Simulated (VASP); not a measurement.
# InP in VASP: a series of runs, part 2 of 2

VASP 6.6.1. The steps go on from the part before.

## 3. Single point, PBE, collinear spin

This run uses another cell than the first one, of the same volume but with other edges.

Contents of INCAR:

```
SYSTEM = InP
  ALGO = Normal
  EDIFF = 1E-6
  ENCUT = 520
  GGA = PE
  ISIF = 2
  ISMEAR = 0
  ISPIN = 2
  LASPH = .TRUE.
  LCHARG = .FALSE.
  LORBIT = 11
  LREAL = .FALSE.
  LWAVE = .FALSE.
  MAGMOM = 0.5 0.5
  NBANDS = 20
  NELM = 150
  PREC = Accurate
  SIGMA = 0.05
```

Contents of KPOINTS:

```
k-points
0
G
  1 1 16
  0 0 0
```

Contents of POSCAR:

```
InP
1.0
   10.0000000000      0.0000000000      0.0000000000
    0.0000000000      9.3000000000      0.0000000000
    0.0000000000      0.0000000000      4.1808722454
In P
1 1
Direct
    0.4477390969      0.5000000000      0.0000000000
    0.5522609031      0.5000000000      0.5000000000
```

Potentials or basis: VASP PAW PBE potentials, release 64 (In_d, P).

Launch:

```console
cat potpaw_PBE.64/In_d/POTCAR potpaw_PBE.64/P/POTCAR > POTCAR
mpirun -np 1 vasp_std > vasp.out
```

OUTCAR:

```text
SYSTEM = InP
   EDIFF = 1E-6
   ENCUT = 520
   GGA = PE
   ISIF = 2
   ISMEAR = 0
   ISPIN = 2
   LASPH = .TRUE.
   LORBIT = 11
   LREAL = .FALSE.
   NELM = 150
   PREC = Accurate

 ion  position               nearest neighbor table
   1  0.448  0.500  0.000-   2 2.34   2 2.34
   2  0.552  0.500  0.500-   1 2.34   1 2.34

  LATTYP: Found a simple orthorhombic cell.
 ALAT       =     4.1808722454
 B/A-ratio  =     2.2244162113
 C/A-ratio  =     2.3918453885

  Lattice vectors:

 A1 = (   0.0000000000,   0.0000000000,  -4.1808722454)
 A2 = (   0.0000000000,   9.3000000000,   0.0000000000)
 A3 = (  10.0000000000,   0.0000000000,   0.0000000000)

Analysis of symmetry for initial positions (statically):
=====================================================================
 Subroutine PRICEL returns:
 Original cell was already a primitive cell.

 Routine SETGRP: Setting up the symmetry group for a
 simple orthorhombic supercell.

[... 389 lines left out ...]
      2     -18.1470      1.00000
      3     -18.0543      1.00000
      4     -18.0370      1.00000
      5     -17.8882      1.00000
      6     -13.1746      1.00000
[... 196 lines left out ...]
     19       3.9875      0.00000
     20       4.3027      0.00000

------------------------ aborting loop because EDIFF is reached ----------------------------------------

  FORCE on cell =-STRESS in cart. coord.  units (eV):
  Direction    XX          YY          ZZ          XY          YZ          ZX
  --------------------------------------------------------------------------------------
  -------------------------------------------------------------------------------------
  Total        0.2799333      0.0318715      2.5356597      0.0000000      0.0000000      0.0000000
  in kB        1.1534940      0.1313298     10.4484463      0.0000000      0.0000000      0.0000000
  external PRESSURE =       3.9110900 kB  Pullay stress =       0.0000000 kB

 VOLUME and BASIS-vectors are now :
 -----------------------------------------------------------------------------
  energy-cutoff  :      520.00
  volume of cell :      388.82
      direct lattice vectors                 reciprocal lattice vectors
    10.000000000  0.000000000  0.000000000     0.100000000  0.000000000  0.000000000
     0.000000000  9.300000000  0.000000000     0.000000000  0.107526882  0.000000000
     0.000000000  0.000000000  4.180872245     0.000000000  0.000000000  0.239184539

 POSITION                                       TOTAL-FORCE (eV/Angst)
 -----------------------------------------------------------------------------------
      4.47739      4.65000      0.00000        -0.295873      0.000000      0.000000
      5.52261      4.65000      2.09044         0.295873      0.000000      0.000000
 -----------------------------------------------------------------------------------
    total drift:                               -0.000003      0.000000     -0.000001

  FREE ENERGIE OF THE ION-ELECTRON SYSTEM (eV)
  ---------------------------------------------------
  free  energy   TOTEN  =        -6.1007059299 eV

  energy  without entropy=       -6.1007059286  energy(sigma->0) =       -6.10070593

 total charge

# of ion       s       p       d       tot
------------------------------------------
    1        0.957   0.641   9.869  11.468
    2        1.076   1.417   0.000   2.493
--------------------------------------------------
tot          2.033   2.059   9.869  13.961

 magnetization (x)

# of ion       s       p       d       tot
------------------------------------------
    1       -0.000  -0.000   0.000  -0.000
    2       -0.000   0.000   0.000   0.000
--------------------------------------------------
tot         -0.000  -0.000   0.000  -0.000
```

stdout:

```text
POSCAR found type information on POSCAR InP
 POSCAR found :  2 types and       2 ions
 scaLAPACK will be used
 LDA part: xc-table for (Slater+PW92), standard interpolation
 POSCAR, INCAR and KPOINTS ok, starting setup
 FFT: planning ... GRIDC
 FFT: planning ... GRID_SOFT
 FFT: planning ... GRID
 WAVECAR not read
 entering main loop
```

Wall time 3.5 min (1 thread of Intel Xeon Platinum 8259CL at 2.50GHz (Skylake/Cascade Lake), shared host); peak memory 0.58 GiB.

What came out:

```
Free energy                                           : -6.1007 eV
Largest force                                         : 0.296 eV/Å
Band gap on the k mesh                                : 0.39 eV
Net moment                                            : 0.00 μB per cell
Valence electrons inside the program's atomic spheres : In 11.47; P 2.49
```

Forces in eV/Å, atoms in the order of the input:
```
In  -0.296  0.000  0.000
P    0.296  0.000  0.000
```

Levels at points of the mesh, in eV from the valence-band top:
Spin up:
```csv
k point,band 7,band 8,band 9,band 10,band 11,band 12
"(0.00, 0.00, 0.00)",-2.89,-1.69,-1.23,1.33,2.60,3.67
"(0.00, 0.00, 0.50)",-5.80,-1.14,0.00,0.39,2.08,4.93
```
Spin down:
```tsv
k point	band 6	band 7	band 8	band 9	band 10	band 11	band 12	band 13
(0.00, 0.00, 0.00)	-9.80	-2.89	-1.69	-1.23	1.33	2.60	3.67	4.15
(0.00, 0.00, 0.50)	-8.96	-5.80	-1.14	0.00	0.39	2.08	4.93	5.68
```

Caveat: semilocal functionals underestimate gaps, and a narrow one can read as zero; spin-orbit coupling is left out, which moves the levels of the heavy elements.

## 4. Single point, PBE, collinear spin

This run uses another cell than the first one.

Contents of INCAR:

```
ALGO = Normal
EDIFF = 1E-6
ENCUT = 520
GGA = PE
ISIF = 2
ISMEAR = 0
ISPIN = 2
LASPH = True
LCHARG = False
LORBIT = 11
LREAL = False
LWAVE = False
MAGMOM = 0.5 0.5
NBANDS = 20
NELM = 150
PREC = Accurate
SIGMA = 0.05
```

Contents of KPOINTS:

```
k-points
0
Gamma
  1 1 16
```

Contents of POSCAR:

```
InP
1.0
   10.0000000000      0.0000000000      0.0000000000
    0.0000000000      9.3000000000      0.0000000000
    0.0000000000      0.0000000000      4.3165124042
In P
1 1
Direct
    0.4485728622      0.5000000000      0.0000000000
    0.5514271378      0.5000000000      0.5000000000
```

Launch:

```console
cat potpaw_PBE.64/In_d/POTCAR potpaw_PBE.64/P/POTCAR > POTCAR
mpirun -np 1 vasp_std > vasp.out
```

Wall time 3.4 min (1 thread of Intel Xeon Platinum 8259CL at 2.50GHz (Skylake/Cascade Lake), shared host); peak memory 0.59 GiB.

It converged, with:

| Quantity | Value |
| --- | --- |
| Free energy | -6.1373 eV |
| Largest force | 0.024 eV/Å |
| Band gap on the k mesh | 0.39 eV |
| Net moment | 0.00 μB per cell |
| Valence electrons inside the program's atomic spheres | In 11.41; P 2.47 |

Forces on the atoms (eV/Å):
```
In   0.024  0.000  0.000
P   -0.024  0.000  0.000
```

Levels at points of the mesh, in eV from the valence-band top:
Spin up:
| k point | band 7 | band 8 | band 9 | band 10 | band 11 | band 12 |
| --- | --- | --- | --- | --- | --- | --- |
| (0.00, 0.00, 0.00) | -2.86 | -1.83 | -1.12 | 1.08 | 2.47 | 3.63 |
| (0.00, 0.00, 0.50) | -5.71 | -1.06 | 0.00 | 0.39 | 2.04 | 4.88 |
Spin down:
| k point | band 7 | band 8 | band 9 | band 10 | band 11 | band 12 |
| --- | --- | --- | --- | --- | --- | --- |
| (0.00, 0.00, 0.00) | -2.86 | -1.83 | -1.12 | 1.08 | 2.47 | 3.63 |
| (0.00, 0.00, 0.50) | -5.71 | -1.06 | 0.00 | 0.39 | 2.04 | 4.88 |

Caveat: semilocal functionals underestimate gaps, and a narrow one can read as zero; spin-orbit coupling is left out, which moves the levels of the heavy elements.

## 5. Summary

```tsv
cell	k mesh	gap on the mesh (eV)	moment (μB)	largest force (eV/Å)
a = 9.000, b = 9.300, c = 4.645 Å, 2 atoms, atomic positions A	1 × 1 × 14	none	0.43	3.69
a = 10.000, b = 9.300, c = 4.181 Å, 2 atoms, atomic positions B	1 × 1 × 16	0.39	0.00	0.30
a = 10.000, b = 9.300, c = 4.317 Å, 2 atoms, atomic positions C	1 × 1 × 16	0.39	0.00	0.02
```

Alike in all rows: task single point; level PBE; potentials or basis VASP PAW PBE potentials, release 64 (In_d, P); spin collinear; cutoff (eV) 520; smearing gaussian 0.05 eV.

Caveats: spin-orbit coupling is left out, which moves the levels of the heavy elements; semilocal functionals underestimate gaps, and a narrow one can read as zero (at least some runs); a moment this small can come from the mesh or the smearing (at least some runs).

Absolute energies hang on the potentials; compare differences alone.
